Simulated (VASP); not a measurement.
Crystal: MgO (vib).

```
CELL_PARAMETERS angstrom
3.30779 0.00000 0.00000
-1.65389 2.86463 0.00000
0.00000 0.00000 4.98288
ATOMIC_POSITIONS crystal
Mg 0.33333 0.66667 0.00216
Mg 0.66667 0.33333 0.50216
O 0.33333 0.66667 0.40244
O 0.66667 0.33333 0.90244
```

| Item | Value |
| --- | --- |
| Program | VASP 6.6.1 |
| Task | relaxation of cell and atoms |
| Functional | LDA |
| Potentials or basis | VASP PAW LDA potentials, release 64 (Mg, O) |
| Cutoff | 600 eV |
| k mesh | 6 × 6 × 4 |
| Occupations | gaussian, width 0.02 eV |
| Spin | no spin polarisation |

At the start: pressure -5.6 GPa; volume 11.80 Å³/atom.

Q: Where does the relaxation end?

A: Over 39 steps the energy falls by 77.4 meV/atom and the volume is 10.53 Å³/atom (-10.8 %); space group P6_3/mmc (No. 194, to 0.05 Å).

The path:
| step | energy change (eV) | largest force (eV/Å) | pressure (GPa) | volume (Å³) |
| --- | --- | --- | --- | --- |
| 1 | 0.0000 | 0.0486 | -5.59 | 47.22 |
| 2 | -0.0320 | 0.0215 | 2.31 | 44.46 |
| 3 | -0.0372 | 0.0020 | -0.01 | 45.18 |
| 4 | -0.0372 | 0.0009 | -0.13 | 45.22 |
| 5 | -0.0372 | 0.0091 | -0.13 | 45.21 |
| 6 | -0.0372 | 0.0177 | -0.12 | 45.21 |
| 7 | -0.0373 | 0.0151 | -0.06 | 45.18 |
| 8 | -0.0373 | 0.0075 | 0.11 | 45.12 |
| 9 | -0.0373 | 0.0048 | 0.09 | 45.12 |
| 10 | -0.0374 | 0.0034 | 0.03 | 45.12 |
| 11 | -0.0375 | 0.0187 | -0.09 | 45.13 |
| 12 | -0.0375 | 0.0180 | -0.09 | 45.13 |
| 13 | -0.0376 | 0.0150 | -0.11 | 45.12 |
| 14 | -0.0377 | 0.0089 | -0.13 | 45.11 |
| 15 | -0.0379 | 0.0040 | -0.19 | 45.08 |
| 16 | -0.0383 | 0.0327 | -0.31 | 45.02 |
| 17 | -0.0393 | 0.1012 | -0.57 | 44.89 |
| 18 | -0.0463 | 0.2756 | -1.14 | 44.61 |
| 19 | -0.0963 | 0.7156 | -1.99 | 43.91 |
| 20 | -0.0229 | 0.6010 | 5.74 | 41.93 |
| 21 | -0.0885 | 1.0531 | -1.27 | 43.57 |
| 22 | -0.1276 | 1.2384 | 0.37 | 42.81 |
| 23 | -0.1049 | 1.1417 | 2.46 | 42.38 |
| 24 | -0.1244 | 1.2348 | 0.94 | 42.68 |
| 25 | -0.1218 | 1.2213 | 1.26 | 42.61 |
| 26 | -0.1478 | 1.1006 | 0.80 | 42.63 |
| 27 | -0.2107 | 0.7823 | -0.40 | 42.72 |
| 28 | -0.2817 | 0.3135 | -2.10 | 42.88 |
| 29 | -0.2865 | 0.1548 | -3.41 | 43.17 |
| 30 | -0.2996 | 0.0331 | -3.17 | 43.06 |
| 31 | -0.3005 | 0.0277 | -3.01 | 43.02 |
| 32 | -0.3050 | 0.0184 | -2.13 | 42.75 |
| 33 | -0.3094 | 0.0031 | -0.17 | 42.17 |
| 34 | -0.3095 | 0.0050 | -0.01 | 42.12 |
| 35 | -0.3095 | 0.0057 | 0.05 | 42.10 |
| 36 | -0.3095 | 0.0046 | 0.03 | 42.11 |
| 37 | -0.3095 | 0.0020 | -0.03 | 42.13 |
| 38 | -0.3095 | 0.0022 | -0.03 | 42.13 |
| 39 | -0.3095 | 0.0013 | -0.02 | 42.12 |

Final structure:
```xyz
4
Lattice="3.4342 0.0000 0.0000 -1.7171 2.9741 0.0000 0.0000 0.0000 4.1242" Properties=species:S:1:pos:R:3 pbc="T T T"
Mg    0.0000    1.9827    3.9273
Mg    1.7171    0.9914    1.8653
O     0.0000    1.9827    1.8655
O     1.7171    0.9914    3.9276
```
